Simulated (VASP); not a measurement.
# HfO2 (R-3m) in VASP: a series of runs, part 2 of 2

VASP 6.6.1. Earlier steps stand in the parts before.

### Step 3. Single point, PBEsol

This run uses another cell than the first one, of 10.13 Å³/atom, 0.877 times its volume.

The input, INCAR:

```
PREC = Accurate ; ENCUT = 520
EDIFF = 1E-6 ; ISMEAR = 0
SIGMA = 0.05 ; LREAL = False
LASPH = True ; NELM = 100
ALGO = Normal ; ISIF = 2
LWAVE = False ; LCHARG = True
GGA = PS ; LELF = True
LVHAR = True ; NBANDS = 18
```

The input, KPOINTS:

```
regular mesh
0
Gamma
  8 8 8
```

The input, POSCAR:

```
HfO2
1.0
    0.0667889247      2.5102861703      2.5102861703
    2.5102861703      0.0667889247      2.5102861703
    2.5102861703      2.5102861703      0.0667889247
Hf O
1 2
Direct
    0.0000000000      0.0000000000      0.0000000000
    0.2500000000      0.2500000000      0.2500000000
    0.7500000000      0.7500000000      0.7500000000
```

Potentials or basis: VASP PAW PBE potentials, release 64 (Hf_pv, O).

Run with:

```console
$ cat potpaw_PBE.64/Hf_pv/POTCAR potpaw_PBE.64/O/POTCAR > POTCAR
$ mpirun -np 1 vasp_std > vasp.out
```

Run time: 51 s. Hardware: 1 thread of Intel Xeon Platinum 8259CL at 2.50GHz (Skylake/Cascade Lake), shared host; peak memory 0.18 GiB.

Results (log left out):

```yaml
Free_energy: -31.5645 eV
Pressure: 12.6 GPa
Largest_force: 0.429 eV/Å
Band_gap_on_the_k_mesh: 3.87 eV, direct
```

Forces on the atoms (eV/Å):
```
Hf   0.000  0.000  0.000
O   -0.248 -0.248 -0.248
O    0.248  0.248  0.248
```

Stress tensor (GPa, compression positive):
```
12.61 -3.16 -3.16
-3.16 12.61 -3.16
-3.16 -3.16 12.61
```

Levels at points of the mesh, in eV from the valence-band top:
| k point | band 8 | band 9 | band 10 | band 11 | band 12 | band 13 | band 14 | band 15 |
| --- | --- | --- | --- | --- | --- | --- | --- | --- |
| (0.00, 0.00, 0.00) | -5.81 | -0.66 | -0.66 | -0.61 | 3.95 | 3.95 | 6.21 | 11.02 |
| (0.50, 0.00, 0.00) | -3.25 | -2.90 | -2.01 | -1.86 | 4.70 | 4.95 | 7.79 | 9.07 |
| (0.50, 0.50, 0.00) | -3.54 | -1.86 | -1.48 | 0.00 | 3.87 | 5.83 | 7.14 | 8.62 |
| (0.50, 0.50, 0.50) | -3.02 | -3.01 | -1.87 | -1.87 | 4.70 | 4.70 | 7.17 | 9.12 |

Caveat: the PAW data sets were made with another functional, which shifts forces and pressure a little; spin-orbit coupling is left out, which moves the levels of the heavy elements. A k mesh can miss the band edges.

### Step 4. Single point, PBEsol

This run uses another cell than the first one, of 10.12 Å³/atom, 0.877 times its volume.

The input, INCAR:

```
SYSTEM = HfO2
PREC = Accurate
ENCUT = 520
EDIFF = 1E-6
ISMEAR = 0
SIGMA = 0.05
LREAL = .False.
LASPH = .True.
NELM = 60
ALGO = Normal
ISIF = 2
LWAVE = .False.
LCHARG = .False.
GGA = PS
NBANDS = 18
```

The input, KPOINTS:

```
Automatic mesh
0
Gamma
  8 8 8
  0 0 0
```

The input, POSCAR:

```
HfO2
1.0
   -0.0659254140      2.4439253721      2.4439253721
    2.4439253721     -0.0659254140      2.4439253721
    2.4439253721      2.4439253721     -0.0659254140
Hf O
1 2
Direct
    0.0000000000      0.0000000000      0.0000000000
    0.2500000000      0.2500000000      0.2500000000
    0.7500000000      0.7500000000      0.7500000000
```

Potentials or basis: VASP PAW PBE potentials, release 64 (Hf_pv, O).

Run with:

```console
$ cat potpaw_PBE.64/Hf_pv/POTCAR potpaw_PBE.64/O/POTCAR > POTCAR
$ mpirun -np 1 vasp_std > vasp.out
```

OUTCAR:

```text
SYSTEM = HfO2
   PREC = Accurate
   ENCUT = 520
   EDIFF = 1E-6
   ISMEAR = 0
   LREAL = .False.
   LASPH = .True.
   NELM = 60
   ISIF = 2
   GGA = PS

 ion  position               nearest neighbor table
   1  0.000  0.000  0.000-   2 2.09   3 2.09   3 2.16   3 2.16   2 2.16   2 2.16   3 2.16   2 2.16

   2  0.250  0.250  0.250-   1 2.09   1 2.16   1 2.16   1 2.16
   3  0.750  0.750  0.750-   1 2.09   1 2.16   1 2.16   1 2.16

  LATTYP: Found a trigonal (rhomboedric) cell.
 ALAT       =     3.4568610919
 COS(alpha) =     0.4728527458

  Lattice vectors:

[... 689 lines left out ...]
     17      15.6528      0.00000
     18      17.9970      0.00000

 [... further k-points ...]
[... 5 lines left out ...]
  --------------------------------------------------------------------------------------
  -------------------------------------------------------------------------------------
  Total        2.4021026      2.4021026      2.4021026      0.7593339      0.7593339      0.7593339
  in kB      126.7026949    126.7026949    126.7026949     40.0522644     40.0522644     40.0522644
  external PRESSURE =     126.7026949 kB  Pullay stress =       0.0000000 kB

 VOLUME and BASIS-vectors are now :
 -----------------------------------------------------------------------------
  energy-cutoff  :      520.00
  volume of cell :       30.37
      direct lattice vectors                 reciprocal lattice vectors
    -0.065925414  2.443925372  2.443925372    -0.196491360  0.201938700  0.201938700
     2.443925372 -0.065925414  2.443925372     0.201938700 -0.196491360  0.201938700
     2.443925372  2.443925372 -0.065925414     0.201938700  0.201938700 -0.196491360

 POSITION                                       TOTAL-FORCE (eV/Angst)
 -----------------------------------------------------------------------------------
      0.00000      0.00000      0.00000        -0.000000      0.000000      0.000000
      1.20548      1.20548      1.20548         0.326151      0.326151      0.326151
      3.61644      3.61644      3.61644        -0.326151     -0.326151     -0.326151
 -----------------------------------------------------------------------------------
    total drift:                                0.000000      0.000000      0.000000

  FREE ENERGIE OF THE ION-ELECTRON SYSTEM (eV)
  ---------------------------------------------------
  free  energy   TOTEN  =       -31.5601918486 eV

  energy  without entropy=      -31.5601918486  energy(sigma->0) =      -31.56019185
```

OSZICAR:

```text
N       E                     dE             d eps       ncg     rms          rms(c)
DAV:   1     0.924613680937E+02    0.92461E+02   -0.12766E+04  2340   0.122E+03
DAV:   2    -0.328232446185E+02   -0.12528E+03   -0.12095E+03  2924   0.291E+02
DAV:   3    -0.366992733779E+02   -0.38760E+01   -0.38609E+01  2806   0.458E+01
DAV:   4    -0.367191397113E+02   -0.19866E-01   -0.19862E-01  2822   0.363E+00
DAV:   5    -0.367192525299E+02   -0.11282E-03   -0.11282E-03  2674   0.255E-01    0.576E+01
DAV:   6    -0.316986806544E+02    0.50206E+01   -0.17102E+01  2404   0.310E+01    0.471E+01
DAV:   7    -0.315968157999E+02    0.10186E+00   -0.60610E-01  2716   0.652E+00    0.298E+01
DAV:   8    -0.315726743828E+02    0.24141E-01   -0.16366E-01  2604   0.376E+00    0.739E+00
DAV:   9    -0.315604607719E+02    0.12214E-01   -0.43561E-02  2516   0.168E+00    0.267E+00
DAV:  10    -0.315601677153E+02    0.29306E-03   -0.26061E-03  2722   0.395E-01    0.221E-01
DAV:  11    -0.315601911553E+02   -0.23440E-04   -0.11822E-04  2742   0.976E-02    0.154E-01
DAV:  12    -0.315601914992E+02   -0.34390E-06   -0.12419E-05  2664   0.258E-02    0.341E-03
DAV:  13    -0.315601918486E+02   -0.34941E-06   -0.60348E-07  1960   0.651E-03
   1 F= -.31560192E+02 E0= -.31560192E+02  d E =-.627504E-13
```

Wall time 47 s (1 thread of Intel Xeon Platinum 8259CL at 2.50GHz (Skylake/Cascade Lake), shared host); peak memory 0.18 GiB.

What came out:

| Item | Value |
| --- | --- |
| Free energy | -31.5602 eV |
| Pressure | 12.7 GPa |
| Largest force | 0.565 eV/Å |
| Band gap on the k mesh | 3.87 eV, direct |

Forces in eV/Å, atoms in the order of the input:
```
Hf   0.000  0.000  0.000
O    0.326  0.326  0.326
O   -0.326 -0.326 -0.326
```

Caveat: the PAW data sets were made with another functional, which shifts forces and pressure a little; spin-orbit coupling is left out, which moves the levels of the heavy elements.

### Step 5. Summary

| cell | gap on the mesh (eV) | pressure (GPa) | largest force (eV/Å) |
| --- | --- | --- | --- |
| a = 3.612 Å, angles 61.8°, 3 atoms | 3.53 | -20.0 | 0.21 |
| a = 3.551 Å, angles 58.2°, 3 atoms | 3.87 | 12.6 | 0.43 |
| a = 3.457 Å, angles 61.8°, 3 atoms | 3.87 | 12.7 | 0.56 |

Alike in all rows: task single point; level PBEsol; potentials or basis VASP PAW PBE potentials, release 64 (Hf_pv, O); no spin polarisation; k mesh 8 × 8 × 8; cutoff (eV) 520; smearing gaussian 0.05 eV.

Caveats: the PAW data sets were made with another functional, which shifts forces and pressure a little; spin-orbit coupling is left out, which moves the levels of the heavy elements.

Total energies depend on the potentials used, so only differences within one code and one set of settings carry meaning.
